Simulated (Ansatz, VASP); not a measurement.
**Two plane-wave programs on Cu6GeSb**

```
CELL_PARAMETERS angstrom
-4.28779 0.00000 0.00000
-2.14390 -3.71334 0.00000
0.00000 0.00000 15.18413
ATOMIC_POSITIONS crystal
Cu 0.00000 0.00000 0.00000
Cu 0.00000 0.00000 0.50000
Cu 0.00000 0.00000 0.25000
Cu 0.00000 0.00000 0.75000
Cu 0.33333 0.33333 0.33889
Cu 0.33333 0.33333 0.83889
Cu 0.66667 0.66667 0.42093
Cu 0.66667 0.66667 0.92093
Cu 0.66667 0.66667 0.07907
Cu 0.66667 0.66667 0.57907
Cu 0.33333 0.33333 0.16111
Cu 0.33333 0.33333 0.66111
Ge 0.33333 0.33333 0.00000
Ge 0.33333 0.33333 0.50000
Sb 0.66667 0.66667 0.25000
Sb 0.66667 0.66667 0.75000
```

Alike in both runs: task single point; functional PBE; k mesh 10 × 10 × 3; occupations gaussian, width 0.15 eV; no spin polarisation.

|  | VASP | Ansatz |
| --- | --- | --- |
| version | VASP 6.6.1 | Ansatz 0.2.0 |
| potentials or method | VASP PAW PBE potentials, release 64 (Cu, Ge_d, Sb), cutoff 520 eV | scalar-relativistic, plane waves, PAW |
| valence electrons in the cell | 170 | 286 |

|  | VASP | Ansatz | Ansatz less VASP |
| --- | --- | --- | --- |
| gap on the k mesh at the Fermi level (eV) | none | none | - |
| pressure (GPa) | 0.2 | -0.1 | -0.21 |
| traceless stress, the component that is largest in VASP (GPa) | 0.21 | 0.17 | -0.037 |

A gap of «none» marks a metal or a gap that the smearing closes. VASP's potentials hold 170 valence electrons a cell and Ansatz's 286, so a difference there can come from the potentials and not from the codes.

Neither program's run includes spin-orbit coupling.
